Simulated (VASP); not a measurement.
**LiCl: single point with PBEsol**

The system is LiCl.

```
Li Cl
1.0
    -5.17373   -5.17373    0.00000
     0.00000   -5.17373    5.17373
    -5.17373    0.00000    5.17373
Li Cl
8 8
Direct
  0.53582 0.00578 0.95857
  0.96480 0.00221 0.03528
  0.50208 0.52397 0.97337
  0.99767 0.45806 0.96344
  0.47410 0.98395 0.54024
  0.96341 0.03427 0.45140
  0.46971 0.51149 0.52797
  0.96016 0.53067 0.50887
  0.72294 0.25378 0.25074
  0.22663 0.25920 0.22158
  0.76064 0.74041 0.27320
  0.25078 0.79123 0.21753
  0.75100 0.26787 0.75178
  0.28828 0.23245 0.72329
  0.76970 0.73758 0.76176
  0.22126 0.74484 0.74669
```

This cell differs from its parent crystal: dynamics (npt langevin) at 800 K, volume x 1.02, from the last frame before.

```
Program                : VASP 6.6.1
Task                   : single point
Functional             : PBEsol
Potentials or basis    : VASP PAW PBE potentials, release 64 (Li_sv, Cl)
Cutoff                 : 650 eV
k mesh                 : 2 × 2 × 2, shifted
Occupations            : fermi-dirac, width 0.0689 eV
Spin                   : no spin polarisation
Dipole correction      : no
Further INCAR settings : LREAL = Auto; ALGO = Normal; EDIFF = 1e-06; NBANDS = 54; ISYM = -1
```

The pressure is -0.7 GPa, the largest force is 0.785 eV/Å and the band gap on the k mesh is 5.84 eV.

Forces in eV/Å, atoms in the order of the input:
```
Li  -0.089  0.227  0.496
Li   0.001  0.043 -0.297
Li   0.090  0.434  0.164
Li  -0.720 -0.193  0.247
Li   0.356  0.067 -0.551
Li  -0.561 -0.364 -0.022
Li   0.102 -0.242 -0.140
Li  -0.219 -0.123 -0.496
Cl   0.200 -0.157  0.003
Cl  -0.218 -0.108  0.102
Cl   0.607  0.124  0.220
Cl  -0.170  0.366 -0.236
Cl  -0.008  0.156 -0.150
Cl   0.294  0.153  0.481
Cl   0.616  0.067  0.025
Cl  -0.281 -0.450  0.154
```

Stress tensor (GPa, compression positive):
```
-0.45 -0.33 -0.03
-0.33 -1.13 -0.12
-0.03 -0.12 -0.40
```

Levels at points of the mesh, in eV from the valence-band top:
| k point | band 36 | band 37 | band 38 | band 39 | band 40 | band 41 | band 42 | band 43 | band 44 | band 45 |
| --- | --- | --- | --- | --- | --- | --- | --- | --- | --- | --- |
| (0.25, 0.25, 0.25) | -0.68 | -0.64 | -0.51 | -0.15 | 0.00 | 5.84 | 6.24 | 6.50 | 6.61 | 6.76 |

It took 91 s on 1 thread of Intel(R) Xeon(R) 6975P-C (Granite Rapids), on a shared host, peak memory 0.53 GiB.

Caveat: the atoms stand as in a frame of molecular dynamics; the PAW data sets were made with another functional, which shifts forces and pressure a little; a shifted mesh leaves out Γ, where band edges can lie. A k mesh can miss the band edges.
